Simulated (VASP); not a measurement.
# MnF2 (P4_2/mnm) in VASP: single point with r2SCAN

Aim: the single point of MnF2 with r2SCAN.

Everything below comes from runs of VASP 6.6.1. Logs are shortened: lines on timing, memory, paths and dates and some standing lists are left out, and cuts for length are marked.

**1. The cell of the first run**

The structure is tetragonal, space group P4_2/mnm (No. 136). Conventional cell: a = 4.851 Å, b = 4.851 Å, c = 3.304 Å, α = 90.00°, β = 90.00°, γ = 90.00°. Within 2.8 Å of F (site symmetry m2m) lie 3 Mn at 2.09 to 2.13 Å and 1 F at 2.68 Å. Within 2.8 Å of Mn (site symmetry mmm) lie 6 F at 2.09 to 2.13 Å.

**2. Single point, r2SCAN, collinear spin, ferromagnetic start**

POSCAR reads:

```
MnF2
1.0
    4.8509000000      0.0000000000      0.0000000000
    0.0000000000      4.8509000000      0.0000000000
    0.0000000000      0.0000000000      3.3043000000
F Mn
4 2
Direct
    0.3046000000      0.3046000000      0.0000000000
    0.1954000000      0.8046000000      0.5000000000
    0.6954000000      0.6954000000      0.0000000000
    0.8046000000      0.1954000000      0.5000000000
    0.0000000000      0.0000000000      0.0000000000
    0.5000000000      0.5000000000      0.5000000000
```

INCAR.step1 reads:

```
PREC = Accurate ; ENCUT = 520
ISMEAR = -1 ; SIGMA = 0.03
LREAL = False ; LASPH = True
NELM = 150 ; ISPIN = 2
MAGMOM = 0 0 0 0 4.5 4.5 ; LMAXMIX = 4
NBANDS = 40 ; GGA = PE
ALGO = Normal ; EDIFF = 1E-4
LWAVE = True ; LCHARG = False
```

INCAR.step2 reads:

```
PREC = Accurate ; ENCUT = 520
EDIFF = 1E-7 ; ISMEAR = -1
SIGMA = 0.03 ; LREAL = False
LASPH = True ; NELM = 150
ALGO = Normal ; ISIF = 2
LWAVE = False ; LCHARG = False
ISPIN = 2 ; MAGMOM = 0 0 0 0 4.5 4.5
LORBIT = 11 ; LMAXMIX = 4
METAGGA = R2SCAN ; LMIXTAU = True
NBANDS = 40 ; ISTART = 1
```

KPOINTS reads:

```
regular mesh
0
Gamma
  4 4 6
```

Potentials or basis: VASP PAW PBE potentials, release 64 (F, Mn_pv).

Started as:

```
$ cat potpaw_PBE.64/F/POTCAR potpaw_PBE.64/Mn_pv/POTCAR > POTCAR
$ cp INCAR.step1 INCAR
$ mpirun -np 1 vasp_std > vasp.out
$ cp INCAR.step2 INCAR
$ mpirun -np 1 vasp_std > vasp.out
```

OUTCAR:

```text
PREC = Accurate
   ENCUT = 520
   EDIFF = 1E-7
   ISMEAR = -1
   LREAL = False
   LASPH = True
   NELM = 150
   ISIF = 2
   ISPIN = 2
   LORBIT = 11
   METAGGA = R2SCAN
   ISTART = 1

 ion  position               nearest neighbor table
   1  0.305  0.305  0.000-   5 2.09   6 2.13   6 2.13
   2  0.195  0.805  0.500-   6 2.09   5 2.13   5 2.13
   3  0.695  0.695  0.000-   5 2.09   6 2.13   6 2.13
   4  0.805  0.195  0.500-   6 2.09   5 2.13   5 2.13
   5  0.000  0.000  0.000-   1 2.09   3 2.09   2 2.13   4 2.13   2 2.13   4 2.13
   6  0.500  0.500  0.500-   2 2.09   4 2.09   3 2.13   1 2.13   1 2.13   3 2.13

  LATTYP: Found a simple tetragonal cell.
 ALAT       =     4.8509000000
 C/A-ratio  =     0.6811725659

  Lattice vectors:

 A1 = (   4.8509000000,   0.0000000000,   0.0000000000)
 A2 = (   0.0000000000,   4.8509000000,   0.0000000000)
 A3 = (   0.0000000000,   0.0000000000,   3.3043000000)

Analysis of symmetry for initial positions (statically):
=====================================================================
 Subroutine PRICEL returns:
 Original cell was already a primitive cell.

 Routine SETGRP: Setting up the symmetry group for a
 simple tetragonal supercell.

 Subroutine GETGRP returns: Found 16 space group operations
 (whereof  8 operations were pure point group operations)
 out of a pool of 16 trial point group operations.

The static configuration has the point symmetry D_2h.
 The point group associated with its full space group is D_4h.

Analysis of symmetry for dynamics (positions and initial velocities):
=====================================================================
 Subroutine PRICEL returns:
 Original cell was already a primitive cell.

 Routine SETGRP: Setting up the symmetry group for a
 simple tetragonal supercell.

 Subroutine GETGRP returns: Found 16 space group operations
 (whereof  8 operations were pure point group operations)
 out of a pool of 16 trial point group operations.

The dynamic configuration has the point symmetry D_2h.
 The point group associated with its full space group is D_4h.

Analysis of structural, dynamic, and magnetic symmetry:
=====================================================================
 Subroutine PRICEL returns:
 Original cell was already a primitive cell.

 Routine SETGRP: Setting up the symmetry group for a
 simple tetragonal supercell.

 Subroutine GETGRP returns: Found 16 space group operations
 (whereof  8 operations were pure point group operations)
 out of a pool of 16 trial point group operations.

The overall configuration has the point symmetry D_2h.
 The point group associated with its full space group is D_4h.

 Subroutine INISYM returns: Found 16 space group operations
 (whereof  8 operations are pure point group operations),
 and found     1 'primitive' translations

----------------------------------------------------------------------------------------

                                     Primitive cell

  volume of cell :      77.7542

  direct lattice vectors                    reciprocal lattice vectors
     4.850900000  0.000000000  0.000000000     0.206147313  0.000000000  0.000000000
     0.000000000  4.850900000  0.000000000     0.000000000  0.206147313  0.000000000
     0.000000000  0.000000000  3.304300000     0.000000000  0.000000000  0.302635959

  length of vectors
     4.850900000  4.850900000  3.304300000     0.206147313  0.206147313  0.302635959

  position of ions in fractional coordinates (direct lattice)
     0.304600000  0.304600000  0.000000000
     0.195400000  0.804600000  0.500000000
     0.695400000  0.695400000  0.000000000
     0.804600000  0.195400000  0.500000000
     0.000000000  0.000000000  0.000000000
     0.500000000  0.500000000  0.500000000

  ion indices of the primitive-cell ions
   primitive index   ion index
                 1           1
                 2           2
                 3           3
                 4           4
                 5           5
                 6           6

----------------------------------------------------------------------------------------

 KPOINTS: regular mesh

Automatic generation of k-mesh.
 Grid dimensions read from file:
 generate k-points for:    4    4    6

 Generating k-lattice:

  Cartesian coordinates                     Fractional coordinates (reciprocal lattice)
     0.051536828  0.000000000  0.000000000     0.250000000  0.000000000  0.000000000
     0.000000000  0.051536828  0.000000000     0.000000000  0.250000000  0.000000000
     0.000000000  0.000000000  0.050439327     0.000000000  0.000000000  0.166666667

  Length of vectors
     0.051536828  0.051536828  0.050439327

  Shift w.r.t. Gamma in fractional coordinates (k-lattice)
     0.000000000  0.000000000  0.000000000

 Subroutine IBZKPT returns following result:
 ===========================================

 Found     24 irreducible k-points:

 Following reciprocal coordinates:
            Coordinates               Weight
  0.000000  0.000000  0.000000      1.000000
  0.250000  0.000000  0.000000      4.000000
  0.500000  0.000000  0.000000      2.000000
  0.250000  0.250000  0.000000      4.000000
  0.500000  0.250000  0.000000      4.000000
  0.500000  0.500000  0.000000      1.000000
[... 16 lines left out ...]
  0.500000  0.250000  0.500000      4.000000
  0.500000  0.500000  0.500000      1.000000
   k-points           NKPTS =     24   k-points in BZ     NKDIM =     24   number of bands    NBANDS=     40
   number of dos      NEDOS =    301   number of ions     NIONS =      6
   total plane-waves  NPLWV =  36288
   dimension x,y,z NGX =    36 NGY =   36 NGZ =   28
   dimension x,y,z NGXF=    72 NGYF=   72 NGZF=   56
   ions per type =               4   2
   NGX,Y,Z   is equivalent  to a cutoff of  12.34, 12.34, 14.09 a.u.
   NGXF,Y,Z  is equivalent  to a cutoff of  24.68, 24.68, 28.17 a.u.
 SYSTEM =  unknown system
   PREC   = accura    normal or accurate (medium, high low for compatibility)
   ISTART =      1    job   : 0-new  1-cont  2-samecut
   ICHARG =      0    charge: 1-file 2-atom 10-const
   ISPIN  =      2    spin polarized calculation?
   LNONCOLLINEAR =      F non collinear calculations
   LSORBIT =      F    spin-orbit coupling
   LASPH  =      T    aspherical Exc in radial PAW
   ENCUT  =  520.0 eV  38.22 Ry    6.18 a.u.   9.02  9.02  6.14*2*pi/ulx,y,z
   NELM   =    150;   NELMIN=  2; NELMDL=  0     # of ELM steps
   EDIFF  = 0.1E-06   stopping-criterion for ELM
   LREAL  =      F    real-space projection
   EDIFFG = 0.1E-05   stopping-criterion for IOM
   NSW    =      0    number of steps for IOM
   IBRION =     -1    ionic relax: 0-MD 1-quasi-New 2-CG
   NFREE  =      0    steps in history (QN), initial steepest desc. (CG)
   ISIF   =      2    stress and relaxation
   ISYM   =      2    0-nonsym 1-usesym 2-fastsym
   POTIM  = 0.5000    time-step for ionic-motion
   TEBEG  =    0.0;   TEEND  =   0.0 temperature during run
   PSTRESS=    0.0 pullay stress
   NELECT =      54.0000    total number of electrons
   NUPDOWN=      -1.0000    fix difference up-down
   EMIN   =  10.00;   EMAX   =-10.00  energy-range for DOS
   EFERMI =   0.00;   METHOD = LEGACY
   ISMEAR =    -1;   SIGMA  =   0.03  broadening in eV -4-tet -1-fermi 0-gaus
   EFERMI_NEDOS =   21; number of points for ismear=-14 and -15
   IALGO  =     38    algorithm
   IMIX   =      4    mixing-type and parameters
     AMIX     =   0.40;   BMIX     =  1.00
     AMIX_MAG =   1.60;   BMIX_MAG =  1.00
  volume/ion in A,a.u.               =      12.96        87.45
  Fermi-wavevector in a.u.,A,eV,Ry     =   1.449766  2.739661 28.597035  2.101823
  Thomas-Fermi vector in A             =   2.567455
   LORBIT       =     11    0 simple, 1 ext, 2 COOP (PROOUT), +10 PAW based schemes
   METAGGA = R2SCAN    functional components
   LHFCALC =     F    Hartree Fock is set to
   AEXX    =    0.0000 exact exchange contribution
   IVDW    =     0    specifies the selected vdW correction
   LEPSILON=     F    determine dielectric tensor
   LRPA    =     F    only Hartree local field effects (RPA)
 spin polarized calculation
  energy-cutoff  :      520.00
  volume of cell :       77.75
 maximum number of plane-waves:      2112
   NGX = 19   NGY = 19   NGZ = 13

 number of electron      54.0000030 magnetization      10.0000020

 Free energy of the ion-electron system (eV)
  ---------------------------------------------------
  ext. energy  EPLUGINS =         0.00000000
  ---------------------------------------------------
  free energy    TOTEN  =       -59.36711325 eV

  energy without entropy =      -59.36711325  energy(sigma->0) =      -59.36711325

 E-fermi :   3.6663     XC(G=0): -10.4223

 val. band max:        2.9753961154   @ k =   0.0000   0.0000   0.0000
 cond. band min:       4.7293031203   @ k =   0.0000   0.0000   0.0000
 fundamental gap:      1.7539070048
 Fermi energy:         3.6662793078

 spin component 1

 k-point     1 :       0.0000    0.0000    0.0000
  band No.  band energies     occupation
      1     -49.1122      1.00000
      2     -49.1122      1.00000
      3     -49.0601      1.00000
      4     -49.0583      1.00000
      5     -49.0579      1.00000
      6     -49.0579      1.00000
[... 31 lines left out ...]
     38      14.9796      0.00000
     39      15.0730      0.00000

 k-point     2 :       0.2500    0.0000    0.0000
  band No.  band energies     occupation
      1     -49.1121      1.00000
      2     -49.1121      1.00000
      3     -49.0599      1.00000
      4     -49.0585      1.00000
      5     -49.0580      1.00000
      6     -49.0580      1.00000
[... 913 lines left out ...]
     38      12.9677      0.00000
     39      13.8465      0.00000

 k-point    24 :       0.5000    0.5000    0.5000
  band No.  band energies     occupation
      1     -49.1085      1.00000
      2     -49.1085      1.00000
      3     -49.0795      1.00000
      4     -49.0795      1.00000
      5     -49.0569      1.00000
      6     -49.0569      1.00000
[... 31 lines left out ...]
     38      12.3992      0.00000
     39      12.6412      0.00000
 Fermi energy:         3.6662793078

 spin component 2

 k-point     1 :       0.0000    0.0000    0.0000
  band No.  band energies     occupation
      1     -42.5941      1.00000
      2     -42.5941      1.00000
      3     -42.5178      1.00000
      4     -42.5178      1.00000
      5     -42.5135      1.00000
      6     -42.5102      1.00000
[... 31 lines left out ...]
     38      16.3299      0.00000
     39      16.3705      0.00000

 k-point     2 :       0.2500    0.0000    0.0000
  band No.  band energies     occupation
      1     -42.5938      1.00000
      2     -42.5938      1.00000
      3     -42.5182      1.00000
      4     -42.5182      1.00000
      5     -42.5130      1.00000
      6     -42.5107      1.00000
[... 913 lines left out ...]
     38      14.3315      0.00000
     39      14.9397      0.00000

 k-point    24 :       0.5000    0.5000    0.5000
  band No.  band energies     occupation
      1     -42.5866      1.00000
      2     -42.5866      1.00000
      3     -42.5449      1.00000
      4     -42.5449      1.00000
      5     -42.5167      1.00000
      6     -42.5167      1.00000
[... 31 lines left out ...]
     38      13.3177      0.00000
     39      13.9029      0.00000
 [bands above 39 left out]

------------------------ aborting loop because EDIFF is reached ----------------------------------------

  FORCE on cell =-STRESS in cart. coord.  units (eV):
  Direction    XX          YY          ZZ          XY          YZ          ZX
  --------------------------------------------------------------------------------------
  -------------------------------------------------------------------------------------
  Total        0.5526371      0.5526371      0.6113140      0.0000000      0.0000000      0.0000000
  in kB       11.3874503     11.3874503     12.5965270      0.0000000      0.0000000      0.0000000
  external PRESSURE =      11.7904758 kB  Pullay stress =       0.0000000 kB

 VOLUME and BASIS-vectors are now :
 -----------------------------------------------------------------------------
  energy-cutoff  :      520.00
  volume of cell :       77.75
      direct lattice vectors                 reciprocal lattice vectors
     4.850900000  0.000000000  0.000000000     0.206147313  0.000000000  0.000000000
     0.000000000  4.850900000  0.000000000     0.000000000  0.206147313  0.000000000
     0.000000000  0.000000000  3.304300000     0.000000000  0.000000000  0.302635959

 POSITION                                       TOTAL-FORCE (eV/Angst)
 -----------------------------------------------------------------------------------
      1.47758      1.47758      0.00000         0.007876      0.007876      0.000000
      0.94787      3.90303      1.65215        -0.007876      0.007876      0.000000
      3.37332      3.37332      0.00000        -0.007876     -0.007876     -0.000000
      3.90303      0.94787      1.65215         0.007876     -0.007876     -0.000000
      0.00000      0.00000      0.00000         0.000000      0.000000      0.000000
      2.42545      2.42545      1.65215         0.000000      0.000000      0.000000
 -----------------------------------------------------------------------------------
    total drift:                                0.000000      0.000000     -0.000000

  FREE ENERGIE OF THE ION-ELECTRON SYSTEM (eV)
  ---------------------------------------------------
  free  energy   TOTEN  =       -59.3671132548 eV

  energy  without entropy=      -59.3671132548  energy(sigma->0) =      -59.36711325

 total charge

# of ion       s       p       d       tot
------------------------------------------
    1        1.738   4.401   0.000   6.139
    2        1.738   4.401   0.000   6.139
    3        1.738   4.401   0.000   6.139
    4        1.738   4.401   0.000   6.139
    5        0.164   6.139   4.945  11.248
    6        0.164   6.139   4.945  11.248
--------------------------------------------------
tot          7.279  29.881   9.890  47.049

 magnetization (x)

# of ion       s       p       d       tot
------------------------------------------
    1        0.009   0.072   0.000   0.080
    2        0.009   0.072   0.000   0.080
    3        0.009   0.072   0.000   0.080
    4        0.009   0.072   0.000   0.080
    5        0.021   0.019   4.594   4.634
    6        0.021   0.019   4.594   4.634
--------------------------------------------------
tot          0.077   0.324   9.188   9.589
```

Run time: 3.2 min. Hardware: 1 thread of Intel Xeon 6975P-C (Granite Rapids), shared host; peak memory 0.28 GiB.

Results:

```yaml
Free_energy: -59.3671 eV
Pressure: 1.2 GPa
Largest_force: 0.011 eV/Å
Band_gap_on_the_k_mesh: 1.75 eV
Net_moment: 10.00 μB per cell
Site_moments: F +0.08; Mn +4.63 μB
Valence_electrons_inside_the_program's_atomic_spheres: F 6.14; Mn 11.25
```

Forces in eV/Å, atoms in the order of the input:
```
F    0.008  0.008  0.000
F   -0.008  0.008  0.000
F   -0.008 -0.008  0.000
F    0.008 -0.008  0.000
Mn   0.000  0.000  0.000
Mn   0.000  0.000  0.000
```

Stress tensor (GPa, compression positive):
```
1.14 0.00 0.00
0.00 1.14 0.00
0.00 0.00 1.26
```

Caveat: the PAW data sets were made with another functional, which shifts forces and pressure a little; the run started ferromagnetic, and an antiferromagnetic order may lie lower in energy. r2SCAN opens gaps a little over a GGA but as a rule still falls short of measured ones.
